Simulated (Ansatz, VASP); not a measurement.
**MgSe in VASP and in Ansatz**

File POSCAR:

```
MgSe
1.0
    0.0000000000      2.7254991651      2.7254991651
    2.7254991651      0.0000000000      2.7254991651
    2.7254991651      2.7254991651      0.0000000000
Mg Se
1 1
Direct
    0.0000000000      0.0000000000      0.0000000000
    0.5000000000      0.5000000000      0.5000000000
```

INCAR.step1

```
  PREC = Accurate
  ENCUT = 520
  EDIFF = 1E-5
  ISMEAR = 0
  SIGMA = 0.05
  LREAL = F
  LASPH = T
  NELM = 120
  ALGO = Normal
  ISIF = 2
  LWAVE = T
  NBANDS = 11
  GGA = PE
  GGA_COMPAT = F
```

The input INCAR.step2:

```
  PREC = Accurate
  ENCUT = 520
  EDIFF = 1E-6
  ISMEAR = 0
  SIGMA = 0.05
  LREAL = F
  LASPH = T
  NELM = 120
  ALGO = Normal
  ISIF = 2
  LWAVE = F
  LCHARG = T
  GGA = PE
  LHFCALC = T
  AEXX = 0.45
  HFSCREEN = 0.5
  PRECFOCK = Normal
  LELF = T
  LVHAR = T
  NBANDS = 11
  ISTART = 1
  GGA_COMPAT = F
```

File KPOINTS:

```
Automatic mesh
0
Gamma
  4 4 4
```

Input for Ansatz:

```yaml
crystal:
  lattice:
    - [0.0, 2.7254991651, 2.7254991651]
    - [2.7254991651, 0.0, 2.7254991651]
    - [2.7254991651, 2.7254991651, 0.0]
  atoms:
    - { symbol: Mg, position: [0.0, 0.0, 0.0] }
    - { symbol: Se, position: [0.5, 0.5, 0.5] }
basis:
  ecutwfc: 420
  ecutrho_ratio: 4
kpoints:
  mp_grid: { grid: [4, 4, 4] }
hamiltonian:
  xc: { preset: hse06, exx: { coeff: 0.45, omega: 0.5 } }
scf:
  occupations: { method: gaussian, width: 0.05 }
  n_extra_bands: 9
output:
  forces: true
  stress: true
  eigenvalues: true
  populations: true
  dos: { projected: true, de: 0.02 }
  write_density: true
  write_potential: true
  elf: true
  volumetric_format: npy
```

Alike in both runs: task single point; functional PBE-based screened hybrid; k mesh 4 × 4 × 4; occupations gaussian, width 0.05 eV; no spin polarisation.

```csv
,VASP,Ansatz
version,VASP 6.6.1,Ansatz 0.2.0
potentials or method,"VASP PAW PBE potentials, release 64 (Mg, Se), cutoff 520 eV","scalar-relativistic, plane waves, PAW"
valence electrons in the cell,8,26
```

```tsv
	VASP	Ansatz	Ansatz less VASP
gap on the k mesh at the Fermi level (eV)	2.51	2.55	+0.038
least direct gap on the mesh (eV)	3.55	3.59	+0.044
pressure (GPa)	0.2	0.7	+0.47
```

VASP's potentials were made for PBE, not for PBE-based screened hybrid. VASP's potentials hold 8 valence electrons a cell and Ansatz's 26, so a difference there can come from the potentials and not from the codes. Ansatz's warnings: stress exchange threshold loose, stress scf threshold loose.

The k mesh is coarse, so the values compare programs but aren't converged.
